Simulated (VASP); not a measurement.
# Mo (I4/mmm) in VASP: a series of runs

Runs on Mo. Level: PBE. Tasks: single point.

Everything below comes from runs of VASP 6.6.1. Logs are shortened: lines on timing, memory, paths and dates and some standing lists are left out, and cuts for length are marked.

## Step 1: The cell of the first run

The structure is tetragonal, space group I4/mmm (No. 139). The conventional cell has a = 3.160 Å, b = 3.160 Å, c = 3.129 Å, α = 90.00°, β = 90.00°, γ = 90.00°. Within 3.6 Å of Mo (site symmetry 4/mmm) lie 14 Mo at 2.73 to 3.16 Å.

## Step 2: Single point, PBE (strain -0.0100 x Voigt [0, 1, 0, 0, 0, 0])

Input file INCAR:

```
ALGO = Fast ; EDIFF = 1E-7
ENCUT = 520 ; GGA = PE
ISIF = 2 ; ISMEAR = 0
LASPH = T ; LCHARG = T
LELF = T ; LREAL = F
LVHAR = T ; LWAVE = F
NBANDS = 13 ; NELM = 60
PREC = Accurate ; SIGMA = 0.15
```

Input file KPOINTS:

```
k-points
0
Gamma
  26 26 26
```

Input file POSCAR:

```
Mo
1.0
   -1.5802194356      1.5644172412      1.5802194356
    1.5802194356     -1.5644172412      1.5802194356
    1.5802194356      1.5644172412     -1.5802194356
Mo
1
Direct
    0.0000000000      0.0000000000      0.0000000000
```

Potentials or basis: VASP PAW PBE potentials, release 64 (Mo_sv).

The run is started by

```bash
$ cat potpaw_PBE.64/Mo_sv/POTCAR > POTCAR
$ mpirun -np 1 vasp_std > vasp.out
```

OUTCAR:

```text
EDIFF = 1E-7
   ENCUT = 520
   GGA = PE
   ISIF = 2
   ISMEAR = 0
   LASPH = T
   LREAL = F
   NELM = 60
   PREC = Accurate

 ion  position               nearest neighbor table
   1  0.000  0.000  0.000-

  LATTYP: Found a body centered tetragonal cell.
 ALAT       =     3.1604388712
 C/A-ratio  =     0.9900000000

  Lattice vectors:

 A1 = (  -1.5802194356,  -1.5644172412,   1.5802194356)
 A2 = (   1.5802194356,  -1.5644172412,  -1.5802194356)
 A3 = (   1.5802194356,   1.5644172412,   1.5802194356)

Analysis of symmetry for initial positions (statically):
=====================================================================
 Subroutine PRICEL returns:
 Original cell was already a primitive cell.

 Routine SETGRP: Setting up the symmetry group for a
 body centered tetragonal supercell.

 Subroutine GETGRP returns: Found 16 space group operations
 (whereof 16 operations were pure point group operations)
 out of a pool of 16 trial point group operations.

The static configuration has the point symmetry D_4h.

Analysis of symmetry for dynamics (positions and initial velocities):
=====================================================================
 Subroutine PRICEL returns:
 Original cell was already a primitive cell.

 Routine SETGRP: Setting up the symmetry group for a
 body centered tetragonal supercell.

 Subroutine GETGRP returns: Found 16 space group operations
 (whereof 16 operations were pure point group operations)
 out of a pool of 16 trial point group operations.

The dynamic configuration has the point symmetry D_4h.

 Subroutine INISYM returns: Found 16 space group operations
 (whereof 16 operations are pure point group operations),
 and found     1 'primitive' translations

----------------------------------------------------------------------------------------

                                     Primitive cell

  volume of cell :      15.6260

  direct lattice vectors                    reciprocal lattice vectors
    -1.580219436  1.564417241  1.580219436     0.000000000  0.319607830  0.316411752
     1.580219436 -1.564417241  1.580219436     0.316411752  0.000000000  0.316411752
     1.580219436  1.564417241 -1.580219436     0.316411752  0.319607830  0.000000000

  length of vectors
     2.727927461  2.727927461  2.727927461     0.449739438  0.447473791  0.449739438

  position of ions in fractional coordinates (direct lattice)
     0.000000000  0.000000000  0.000000000

  ion indices of the primitive-cell ions
   primitive index   ion index
                 1           1

----------------------------------------------------------------------------------------

 KPOINTS: k-points

Automatic generation of k-mesh.
 Grid dimensions read from file:
 generate k-points for:   26   26   26

 Generating k-lattice:

  Cartesian coordinates                     Fractional coordinates (reciprocal lattice)
     0.000000000  0.012292609  0.012169683     0.038461538  0.000000000 -0.000000000
     0.012169683  0.000000000  0.012169683     0.000000000  0.038461538  0.000000000
     0.012169683  0.012292609  0.000000000    -0.000000000  0.000000000  0.038461538

  Length of vectors
     0.017297671  0.017210530  0.017297671

  Shift w.r.t. Gamma in fractional coordinates (k-lattice)
     0.000000000  0.000000000  0.000000000

 Subroutine IBZKPT returns following result:
 ===========================================

 Found   1330 irreducible k-points:

 Following reciprocal coordinates:
            Coordinates               Weight
  0.000000  0.000000  0.000000      1.000000
  0.038462 -0.000000  0.000000      8.000000
  0.076923 -0.000000  0.000000      8.000000
  0.115385  0.000000 -0.000000      8.000000
  0.153846 -0.000000  0.000000      8.000000
  0.192308  0.000000  0.000000      8.000000
[... 16 lines left out ...]
  0.307692  0.038462  0.000000     16.000000
  0.346154  0.038462  0.000000     16.000000
 [... further k-points ...]
   k-points           NKPTS =   1330   k-points in BZ     NKDIM =   1330   number of bands    NBANDS=     13
   number of dos      NEDOS =    301   number of ions     NIONS =      1
   total plane-waves  NPLWV =   8000
   dimension x,y,z NGX =    20 NGY =   20 NGZ =   20
   dimension x,y,z NGXF=    40 NGYF=   40 NGZF=   40
   ions per type =               1
   NGX,Y,Z   is equivalent  to a cutoff of  12.19, 12.19, 12.19 a.u.
   NGXF,Y,Z  is equivalent  to a cutoff of  24.38, 24.38, 24.38 a.u.
 SYSTEM =  unknown system
   PREC   = accura    normal or accurate (medium, high low for compatibility)
   ISTART =      0    job   : 0-new  1-cont  2-samecut
   ICHARG =      2    charge: 1-file 2-atom 10-const
   ISPIN  =      1    spin polarized calculation?
   LNONCOLLINEAR =      F non collinear calculations
   LSORBIT =      F    spin-orbit coupling
   LASPH  =      T    aspherical Exc in radial PAW
   ENCUT  =  520.0 eV  38.22 Ry    6.18 a.u.   5.07  5.07  5.07*2*pi/ulx,y,z
   NELM   =     60;   NELMIN=  2; NELMDL= -5     # of ELM steps
   EDIFF  = 0.1E-06   stopping-criterion for ELM
   LREAL  =      F    real-space projection
   EDIFFG = 0.1E-05   stopping-criterion for IOM
   NSW    =      0    number of steps for IOM
   IBRION =     -1    ionic relax: 0-MD 1-quasi-New 2-CG
   NFREE  =      0    steps in history (QN), initial steepest desc. (CG)
   ISIF   =      2    stress and relaxation
   ISYM   =      2    0-nonsym 1-usesym 2-fastsym
   POTIM  = 0.5000    time-step for ionic-motion
   TEBEG  =    0.0;   TEEND  =   0.0 temperature during run
   PSTRESS=    0.0 pullay stress
   NELECT =      14.0000    total number of electrons
   NUPDOWN=      -1.0000    fix difference up-down
   EMIN   =  10.00;   EMAX   =-10.00  energy-range for DOS
   EFERMI =   0.00;   METHOD = LEGACY
   ISMEAR =     0;   SIGMA  =   0.15  broadening in eV -4-tet -1-fermi 0-gaus
   EFERMI_NEDOS =   21; number of points for ismear=-14 and -15
   IALGO  =     68    algorithm
   IMIX   =      4    mixing-type and parameters
     AMIX     =   0.40;   BMIX     =  1.00
     AMIX_MAG =   1.60;   BMIX_MAG =  1.00
  volume/ion in A,a.u.               =      15.63       105.45
  Fermi-wavevector in a.u.,A,eV,Ry     =   1.578223  2.982409 33.889228  2.490788
  Thomas-Fermi vector in A             =   2.678786
   LORBIT       =      0    0 simple, 1 ext, 2 COOP (PROOUT), +10 PAW based schemes
   GGA     = PE    functional components
   LHFCALC =     F    Hartree Fock is set to
   AEXX    =    0.0000 exact exchange contribution
   IVDW    =     0    specifies the selected vdW correction
   LEPSILON=     F    determine dielectric tensor
   LRPA    =     F    only Hartree local field effects (RPA)
 non-spin polarized calculation
 RMM-DIIS sequential band-by-band and
 Gauss-broadening in eV      SIGMA  =   0.15
  energy-cutoff  :      520.00
  volume of cell :       15.63
 maximum number of plane-waves:       434
   NGX = 11   NGY = 11   NGZ = 11

 number of electron      14.0000002 magnetization

 Free energy of the ion-electron system (eV)
  ---------------------------------------------------
  ext. energy  EPLUGINS =         0.00000000
  ---------------------------------------------------
  free energy    TOTEN  =       -10.93620064 eV

  energy without entropy =      -10.92974473  energy(sigma->0) =      -10.93297268

 E-fermi :  12.5924     XC(G=0): -13.3925

 val. band max:       12.5910725927   @ k =   0.1923  -0.1923   0.0769
 cond. band min:      12.5958817693   @ k =   0.1538  -0.1538   0.1154
 fundamental gap:      0.0048091765
 Fermi energy:        12.5924184211

 k-point     1 :       0.0000    0.0000    0.0000
  band No.  band energies     occupation
      1     -48.6812      2.00000
      2     -21.9480      2.00000
      3     -21.9480      2.00000
      4     -21.9440      2.00000
      5       5.3623      2.00000
      6      11.1585      2.00000
      7      11.2747      2.00000
      8      11.2747      2.00000
      9      14.1859      0.00000
     10      14.3358      0.00000
     11      27.3684      0.00000
     12      27.3684      0.00000
     13      27.5634      0.00000

 k-point     2 :       0.0385   -0.0000    0.0000
  band No.  band energies     occupation
      1     -48.6774      2.00000
      2     -21.9680      2.00000
      3     -21.9548      2.00000
      4     -21.9461      2.00000
      5       5.4288      2.00000
      6      11.1526      2.00000
      7      11.2685      2.00000
      8      11.3043      2.00000
      9      14.1686      0.00000
     10      14.2967      0.00000
     11      27.4552      0.00000
     12      27.4804      0.00000
     13      27.6613      0.00000

 k-point     3 :       0.0769   -0.0000    0.0000
  band No.  band energies     occupation
      1     -48.6663      2.00000
      2     -22.0319      2.00000
      3     -21.9747      2.00000
      4     -21.9468      2.00000
      5       5.6236      2.00000
      6      11.0611      2.00000
      7      11.2452      2.00000
      8      11.4698      2.00000
      9      14.0683      0.00000
     10      14.2524      0.00000
     11      27.6347      0.00000
     12      27.8114      0.00000
     13      27.9890      0.00000
[... 305 lines left out ...]
 k-point    23 :       0.3077    0.0385    0.0000
  band No.  band energies     occupation
      1     -48.4862      2.00000
      2     -22.9895      2.00000
      3     -22.2838      2.00000
      4     -21.9653      2.00000
      5       7.6303      2.00000
      6       9.6336      2.00000
      7      11.7093      2.00000
      8      14.0277      0.00000
      9      14.6447      0.00000
     10      15.2078      0.00000
     11      26.2329      0.00000
     12      27.2616      0.00000
     13      33.3041      0.00000

 k-point    24 :       0.3462    0.0385    0.0000
  band No.  band energies     occupation
      1     -48.4596      2.00000
      2     -23.1208      2.00000
      3     -22.3286      2.00000
      4     -21.9671      2.00000
      5       7.5627      2.00000
      6       9.4571      2.00000
      7      12.3277      1.98744
      8      14.2020      0.00000
      9      14.7595      0.00000
     10      15.9466      0.00000
     11      25.6232      0.00000
     12      26.3266      0.00000
     13      32.1564      0.00000

 [... further k-points ...]
[... 5 lines left out ...]
  --------------------------------------------------------------------------------------
  -------------------------------------------------------------------------------------
  Total        0.2193916      0.5327241      0.2193916     -0.0000000      0.0000000      0.0000000
  in kB       22.4948541     54.6217464     22.4948541     -0.0000000      0.0000000      0.0000000
  external PRESSURE =      33.2038182 kB  Pullay stress =       0.0000000 kB

 VOLUME and BASIS-vectors are now :
 -----------------------------------------------------------------------------
  energy-cutoff  :      520.00
  volume of cell :       15.63
      direct lattice vectors                 reciprocal lattice vectors
    -1.580219436  1.564417241  1.580219436     0.000000000  0.319607830  0.316411752
     1.580219436 -1.564417241  1.580219436     0.316411752  0.000000000  0.316411752
     1.580219436  1.564417241 -1.580219436     0.316411752  0.319607830  0.000000000

 POSITION                                       TOTAL-FORCE (eV/Angst)
 -----------------------------------------------------------------------------------
      0.00000      0.00000      0.00000        -0.000000      0.000000      0.000000
 -----------------------------------------------------------------------------------
    total drift:                                0.000000     -0.000000      0.000000

  FREE ENERGIE OF THE ION-ELECTRON SYSTEM (eV)
  ---------------------------------------------------
  free  energy   TOTEN  =       -10.9362006392 eV

  energy  without entropy=      -10.9297447255  energy(sigma->0) =      -10.93297268
```

It took 94 s on 1 thread of Intel Xeon 6975P-C (Granite Rapids), shared host; peak memory 0.35 GiB.

Results:

| Item | Value |
| --- | --- |
| Free energy | -10.9362 eV |
| Pressure | 3.3 GPa |
| Band gap on the k mesh | zero (band 7 reaches 16.57 eV, above the bottom of band 8 at 11.26 eV) |

Caveat: the cell differs from its parent crystal (strain -0.0100 x Voigt [0, 1, 0, 0, 0, 0]).

[end of part 1 of 2]
